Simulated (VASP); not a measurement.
# SnPb3S4 (Pm-3m) in VASP: a series of runs

The runs below take SnPb3S4 through single point, relaxation of cell and atoms, with PBE.

Program: VASP 6.6.1. These are calculated values, not measurements. Logs are shortened: lines on timing, memory, paths and dates and some standing lists are left out, and cuts for length are marked.

## (1) The cell of the first run

Symmetry: Pm-3m, No. 221, cubic system. The conventional cell has a = 5.973 Å, b = 5.973 Å, c = 5.973 Å, α = 90.00°, β = 90.00°, γ = 90.00°. Within 3.9 Å of Sn (site symmetry m-3m) lie 6 S at 2.99 Å. Within 3.9 Å of Pb (site symmetry 4/mmm) lie 6 S at 2.99 Å. S (site symmetry 4/mmm) has 2 Sn at 2.99 Å and 4 Pb at 2.99 Å within 3.9 Å. Within 3.9 Å of S (site symmetry m-3m) lie 6 Pb at 2.99 Å.

## (2) Single point, PBE

INCAR

```
PREC = Accurate ; ENCUT = 520
EDIFF = 1E-6 ; ISMEAR = 0
SIGMA = 0.1 ; LREAL = F
LASPH = T ; NELM = 80
ALGO = Normal ; ISIF = 2
LWAVE = F ; LCHARG = F
GGA = PE ; NBANDS = 50
```

KPOINTS

```
regular mesh
0
Gamma
  6 6 6
```

POSCAR

```
SnPb3S4
1.0
    5.9732222942      0.0000000000      0.0000000000
    0.0000000000      5.9732222942      0.0000000000
    0.0000000000      0.0000000000      5.9732222942
Sn Pb S
1 3 4
Direct
    0.0000000000      0.0000000000      0.0000000000
    0.5000000000      0.5000000000      0.0000000000
    0.0000000000      0.5000000000      0.5000000000
    0.5000000000      0.0000000000      0.5000000000
    0.0000000000      0.0000000000      0.5000000000
    0.5000000000      0.0000000000      0.0000000000
    0.0000000000      0.5000000000      0.0000000000
    0.5000000000      0.5000000000      0.5000000000
```

Potentials or basis: VASP PAW PBE potentials, release 64 (Sn_d, Pb_d, S).

On the command line:

```
$ cat potpaw_PBE.64/Sn_d/POTCAR potpaw_PBE.64/Pb_d/POTCAR potpaw_PBE.64/S/POTCAR > POTCAR
$ mpirun -np 1 vasp_std > vasp.out
```

OUTCAR:

```text
PREC = Accurate
   ENCUT = 520
   EDIFF = 1E-6
   ISMEAR = 0
   LREAL = F
   LASPH = T
   NELM = 80
   ISIF = 2
   GGA = PE

 ion  position               nearest neighbor table
   1  0.000  0.000  0.000-   5 2.99   6 2.99   7 2.99   5 2.99   7 2.99   6 2.99
   2  0.500  0.500  0.000-   6 2.99   7 2.99   8 2.99   8 2.99   6 2.99   7 2.99
   3  0.000  0.500  0.500-   5 2.99   7 2.99   8 2.99   7 2.99   5 2.99   8 2.99
   4  0.500  0.000  0.500-   5 2.99   6 2.99   8 2.99   6 2.99   8 2.99   5 2.99
   5  0.000  0.000  0.500-   1 2.99   3 2.99   4 2.99   1 2.99   3 2.99   4 2.99
   6  0.500  0.000  0.000-   1 2.99   2 2.99   4 2.99   4 2.99   2 2.99   1 2.99
   7  0.000  0.500  0.000-   1 2.99   2 2.99   3 2.99   3 2.99   1 2.99   2 2.99
   8  0.500  0.500  0.500-   2 2.99   3 2.99   4 2.99   2 2.99   4 2.99   3 2.99

  LATTYP: Found a simple cubic cell.
 ALAT       =     5.9732222942

  Lattice vectors:

 A1 = (   5.9732222942,   0.0000000000,   0.0000000000)
 A2 = (   0.0000000000,   5.9732222942,   0.0000000000)
 A3 = (   0.0000000000,   0.0000000000,   5.9732222942)

Analysis of symmetry for initial positions (statically):
=====================================================================
 Subroutine PRICEL returns:
 Original cell was already a primitive cell.

 Routine SETGRP: Setting up the symmetry group for a
 simple cubic supercell.

 Subroutine GETGRP returns: Found 48 space group operations
 (whereof 48 operations were pure point group operations)
 out of a pool of 48 trial point group operations.

The static configuration has the point symmetry O_h .

Analysis of symmetry for dynamics (positions and initial velocities):
=====================================================================
 Subroutine PRICEL returns:
 Original cell was already a primitive cell.

 Routine SETGRP: Setting up the symmetry group for a
 simple cubic supercell.

 Subroutine GETGRP returns: Found 48 space group operations
 (whereof 48 operations were pure point group operations)
 out of a pool of 48 trial point group operations.

The dynamic configuration has the point symmetry O_h .

 Subroutine INISYM returns: Found 48 space group operations
 (whereof 48 operations are pure point group operations),
 and found     1 'primitive' translations

----------------------------------------------------------------------------------------

                                     Primitive cell
[... 103 lines left out ...]
   NFREE  =      0    steps in history (QN), initial steepest desc. (CG)
   ISIF   =      2    stress and relaxation
   ISYM   =      2    0-nonsym 1-usesym 2-fastsym
   POTIM  = 0.5000    time-step for ionic-motion
   TEBEG  =    0.0;   TEEND  =   0.0 temperature during run
   PSTRESS=    0.0 pullay stress
   NELECT =      80.0000    total number of electrons
   NUPDOWN=      -1.0000    fix difference up-down
   EMIN   =  10.00;   EMAX   =-10.00  energy-range for DOS
   EFERMI =   0.00;   METHOD = LEGACY
   ISMEAR =     0;   SIGMA  =   0.10  broadening in eV -4-tet -1-fermi 0-gaus
   EFERMI_NEDOS =   21; number of points for ismear=-14 and -15
   IALGO  =     38    algorithm
   IMIX   =      4    mixing-type and parameters
     AMIX     =   0.40;   BMIX     =  1.00
     AMIX_MAG =   1.60;   BMIX_MAG =  1.00
  volume/ion in A,a.u.               =      26.64       179.78
  Fermi-wavevector in a.u.,A,eV,Ry     =   1.180944  2.231661 18.975091  1.394630
  Thomas-Fermi vector in A             =   2.317227
   LORBIT       =      0    0 simple, 1 ext, 2 COOP (PROOUT), +10 PAW based schemes
   GGA     = PE    functional components
   LHFCALC =     F    Hartree Fock is set to
   AEXX    =    0.0000 exact exchange contribution
   IVDW    =     0    specifies the selected vdW correction
   LEPSILON=     F    determine dielectric tensor
   LRPA    =     F    only Hartree local field effects (RPA)
 non-spin polarized calculation
 Gauss-broadening in eV      SIGMA  =   0.10
  energy-cutoff  :      520.00
  volume of cell :      213.12
 maximum number of plane-waves:      5832
 NGX is ok and might be reduce to    48
   NGX = 23   NGY = 23   NGZ = 23

 number of electron      80.0000004 magnetization

 Free energy of the ion-electron system (eV)
  ---------------------------------------------------
  ext. energy  EPLUGINS =         0.00000000
  ---------------------------------------------------
  free energy    TOTEN  =       -35.04888964 eV

  energy without entropy =      -35.04809985  energy(sigma->0) =      -35.04849474

 E-fermi :   5.8345     XC(G=0):  -9.5409

 val. band max:        5.5834768474   @ k =   0.5000   0.5000   0.3333
 cond. band min:       5.8700826066   @ k =   0.5000   0.5000   0.5000
 fundamental gap:      0.2866057592
 Fermi energy:         5.8345026348

 k-point     1 :       0.0000    0.0000    0.0000
  band No.  band energies     occupation
      1     -15.9459      2.00000
      2     -15.9459      2.00000
      3     -15.9441      2.00000
      4     -15.9441      2.00000
      5     -15.9441      2.00000
      6     -11.4081      2.00000
[... 1049 lines left out ...]
     49       7.5232      0.00000
     50       7.5288      0.00000

------------------------ aborting loop because EDIFF is reached ----------------------------------------

  FORCE on cell =-STRESS in cart. coord.  units (eV):
  Direction    XX          YY          ZZ          XY          YZ          ZX
  --------------------------------------------------------------------------------------
  -------------------------------------------------------------------------------------
  Total       -0.1071518     -0.1071518     -0.1071518      0.0000000      0.0000000      0.0000000
  in kB       -0.8055344     -0.8055344     -0.8055344      0.0000000      0.0000000      0.0000000
  external PRESSURE =      -0.8055344 kB  Pullay stress =       0.0000000 kB

 VOLUME and BASIS-vectors are now :
 -----------------------------------------------------------------------------
  energy-cutoff  :      520.00
  volume of cell :      213.12
      direct lattice vectors                 reciprocal lattice vectors
     5.973222294  0.000000000  0.000000000     0.167413826  0.000000000  0.000000000
     0.000000000  5.973222294  0.000000000     0.000000000  0.167413826  0.000000000
     0.000000000  0.000000000  5.973222294     0.000000000  0.000000000  0.167413826

 POSITION                                       TOTAL-FORCE (eV/Angst)
 -----------------------------------------------------------------------------------
      0.00000      0.00000      0.00000         0.000000      0.000000      0.000000
      2.98661      2.98661      0.00000         0.000000      0.000000      0.000000
      0.00000      2.98661      2.98661         0.000000      0.000000      0.000000
      2.98661      0.00000      2.98661         0.000000      0.000000      0.000000
      0.00000      0.00000      2.98661         0.000000      0.000000      0.000000
      2.98661      0.00000      0.00000         0.000000      0.000000      0.000000
      0.00000      2.98661      0.00000         0.000000      0.000000      0.000000
      2.98661      2.98661      2.98661         0.000000      0.000000      0.000000
 -----------------------------------------------------------------------------------
    total drift:                                0.000000      0.000000     -0.000000

  FREE ENERGIE OF THE ION-ELECTRON SYSTEM (eV)
  ---------------------------------------------------
  free  energy   TOTEN  =       -35.0488896393 eV

  energy  without entropy=      -35.0480998503  energy(sigma->0) =      -35.04849474
```

stdout:

```text
POSCAR found type information on POSCAR SnPbS
 POSCAR found :  3 types and       8 ions
 scaLAPACK will be used
 LDA part: xc-table for (Slater+PW92), standard interpolation
 POSCAR, INCAR and KPOINTS ok, starting setup
 FFT: planning ... GRIDC
 FFT: planning ... GRID_SOFT
 FFT: planning ... GRID
 WAVECAR not read
 entering main loop
```

Run time: 2.6 min. Hardware: 1 thread of Intel Xeon Platinum 8259CL at 2.50GHz (Skylake/Cascade Lake), shared host; peak memory 0.43 GiB.

What came out:

```yaml
Free_energy: -35.0489 eV
Pressure: -0.1 GPa
Band_gap_on_the_k_mesh: zero (filled and empty bands touch)
```

Caveat: semilocal functionals underestimate gaps, and a narrow one can read as zero; spin-orbit coupling is left out, which moves the levels of the heavy elements.

## (3) Single point, PBE

INCAR

```
SYSTEM = SnPb3S4
PREC = Accurate
ENCUT = 520
EDIFF = 1E-6
ISMEAR = 0
SIGMA = 0.1
LREAL = .FALSE.
LASPH = .TRUE.
NELM = 100
ALGO = Normal
ISIF = 2
LWAVE = .FALSE.
LCHARG = .FALSE.
GGA = PE
NBANDS = 50
```

KPOINTS

```
Automatic mesh
0
G
  6 6 6
  0 0 0
```

POSCAR is that of step 2.

Potentials or basis: VASP PAW PBE potentials, release 64 (Sn_d, Pb_d, S).

On the command line:

```
$ cat potpaw_PBE.64/Sn_d/POTCAR potpaw_PBE.64/Pb_d/POTCAR potpaw_PBE.64/S/POTCAR > POTCAR
$ mpirun -np 1 vasp_std > vasp.out
```

Run time: 2.7 min. Hardware: 1 thread of Intel Xeon Platinum 8259CL at 2.50GHz (Skylake/Cascade Lake), shared host; peak memory 0.43 GiB.

The run converged. Its results:

- Free energy: -35.0489 eV
- Pressure: -0.1 GPa
- Band gap on the k mesh: zero (filled and empty bands touch)

Levels at points of the mesh, in eV from the Fermi level:
```
           k point  band 37  band 38  band 39  band 40  band 41  band 42  band 43  band 44
(0.00, 0.00, 0.00)    -3.64    -2.40    -2.40    -2.40     3.52     3.52     3.52     4.60
(0.50, 0.00, 0.00)    -2.01    -1.89    -1.32    -1.23     1.64     1.88     2.04     2.11
(0.50, 0.50, 0.00)    -1.14    -1.12    -1.12    -0.73     1.01     1.01     1.13     1.15
(0.50, 0.50, 0.50)    -0.38    -0.38    -0.38     0.04     0.04     0.04     0.10     0.26
```

Caveat: semilocal functionals underestimate gaps, and a narrow one can read as zero; spin-orbit coupling is left out, which moves the levels of the heavy elements.

## (4) Relaxation of cell and atoms, PBE

This run uses another cell than the first one, of 26.93 Å³/atom.

INCAR

```
  PREC = Accurate
  ENCUT = 600
  EDIFF = 1E-6
  ISMEAR = 0
  SIGMA = 0.1
  LREAL = F
  LASPH = T
  NELM = 80
  ALGO = Normal
  ISIF = 3
  LWAVE = F
  LCHARG = F
  GGA = PE
  IBRION = 2
  NSW = 100
  EDIFFG = -0.01
```

KPOINTS

```
regular mesh
0
Gamma
  6 6 6
```

Changes to POSCAR since step 3:

```diff
@@ -2,5 +2,5 @@
 1.0
-    5.9732222942      0.0000000000      0.0000000000
-    0.0000000000      5.9732222942      0.0000000000
-    0.0000000000      0.0000000000      5.9732222942
+    5.9951649300      0.0000000000      0.0000000000
+    0.0000000000      5.9951649300      0.0000000000
+    0.0000000000      0.0000000000      5.9951649300
 Sn Pb S
```

On the command line:

```
$ cat potpaw_PBE.64/Sn_d/POTCAR potpaw_PBE.64/Pb_d/POTCAR potpaw_PBE.64/S/POTCAR > POTCAR
$ mpirun -np 1 vasp_std > vasp.out
```

Run time: 6.9 min. Hardware: 1 thread of Intel Xeon Platinum 8259CL at 2.50GHz (Skylake/Cascade Lake), shared host; peak memory 0.48 GiB.

Results (log left out):

| Item | Value |
| --- | --- |
| Free energy | -35.0500 eV |
| Relaxed volume | 26.63 Å³/atom |
| Relaxed cell | a = 5.973 Å, b = 5.973 Å, c = 5.973 Å, α = 90.00°, β = 90.00°, γ = 90.00° |
| Space group after relaxing (to 0.1 Å) | Pm-3m (No. 221) |
| Energy gained by relaxing | 0.6 meV/atom |
| Ionic steps | 3 |
| Pressure after relaxing | 0.0 GPa |
| Band gap on the k mesh | zero (filled and empty bands touch) |

Step by step:
```csv
step,energy change (eV),largest force (eV/Å),pressure (GPa),volume (Å³)
1,0.0000,0.0000,-0.61,215.48
2,-0.0042,0.0000,0.18,212.32
3,-0.0046,0.0000,0.00,213.05
```

Final structure:
```xyz
8
Lattice="5.9725 0.0000 0.0000 0.0000 5.9725 0.0000 0.0000 0.0000 5.9725" Properties=species:S:1:pos:R:3 pbc="T T T"
Sn    0.0000    0.0000    0.0000
Pb    2.9863    2.9863    0.0000
Pb    0.0000    2.9863    2.9863
Pb    2.9863    0.0000    2.9863
S     0.0000    0.0000    2.9863
S     2.9863    0.0000    0.0000
S     0.0000    2.9863    0.0000
S     2.9863    2.9863    2.9863
```

Levels at points of the mesh, in eV from the Fermi level:
| k point | band 38 | band 39 | band 40 | band 41 | band 42 | band 43 |
| --- | --- | --- | --- | --- | --- | --- |
| (0.00, 0.00, 0.00) | -2.40 | -2.40 | -2.40 | 3.52 | 3.52 | 3.52 |
| (0.50, 0.00, 0.00) | -1.89 | -1.32 | -1.23 | 1.64 | 1.88 | 2.04 |
| (0.50, 0.50, 0.00) | -1.12 | -1.12 | -0.73 | 1.01 | 1.01 | 1.13 |
| (0.50, 0.50, 0.50) | -0.37 | -0.37 | 0.04 | 0.04 | 0.04 | 0.10 |

Caveat: semilocal functionals underestimate gaps, and a narrow one can read as zero; spin-orbit coupling is left out, which moves the levels of the heavy elements.

The gap in the log of VASP goes by the Fermi energy; the results here count the filled bands.